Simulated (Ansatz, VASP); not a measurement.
F: VASP beside Ansatz

INCAR

```
SYSTEM = F
PREC = Accurate
ENCUT = 520
EDIFF = 1E-6
ISMEAR = 0
SIGMA = 0.01
LREAL = .False.
LASPH = .True.
NELM = 60
ALGO = Normal
ISIF = 2
LWAVE = .False.
LCHARG = .False.
GGA = PE
IBRION = 2
NSW = 60
EDIFFG = -0.005
```

KPOINTS

```
Automatic mesh
0
Gamma
  1 1 1
  0 0 0
```

The input POSCAR:

```
F
1.0
   13.0000000000      0.0000000000      0.0000000000
    0.0000000000     13.3000000000      0.0000000000
    0.0000000000      0.0000000000     13.6000000000
F
2
Direct
    0.4453846154      0.5000000000      0.5000000000
    0.5546153846      0.5000000000      0.5000000000
```

Input for Ansatz:

```yaml
crystal:
  lattice:
    - [13.0, 0.0, 0.0]
    - [0.0, 13.3, 0.0]
    - [0.0, 0.0, 13.6]
  atoms:
    - { symbol: F, position: [0.4453846154, 0.5, 0.5] }
    - { symbol: F, position: [0.5546153846, 0.5, 0.5] }
basis:
  ecutwfc: 420
kpoints:
  mp_grid: { grid: [1, 1, 1] }
hamiltonian:
  xc: pbe
scf:
  occupations: { method: gaussian, width: 0.01 }
output:
  forces: true
  stress: true
  eigenvalues: true
relax:
  adjacent_minimum: "off"
  f_tol: 0.005
  max_steps: 40
```

Alike in both runs: task relaxation of the atoms; functional PBE; k mesh 1 × 1 × 1; occupations gaussian, width 0.01 eV; no spin polarisation.

|  | VASP | Ansatz |
| --- | --- | --- |
| version | VASP 6.6.1 | Ansatz 0.2.0 |
| potentials or method | VASP PAW PBE potentials, release 64 (F), cutoff 520 eV | scalar-relativistic, plane waves, PAW |
| valence electrons in the cell | 14 | 14 |

Ansatz gave:

| Quantity | Value |
| --- | --- |
| gap on the k mesh at the Fermi level, each at its own relaxed structure (eV) | 3.60 |

Problem. Which values does VASP return?

Solution. gap on the k mesh at the Fermi level, each at its own relaxed structure (eV): 3.41.

Ansatz's warnings: stress scf threshold loose.
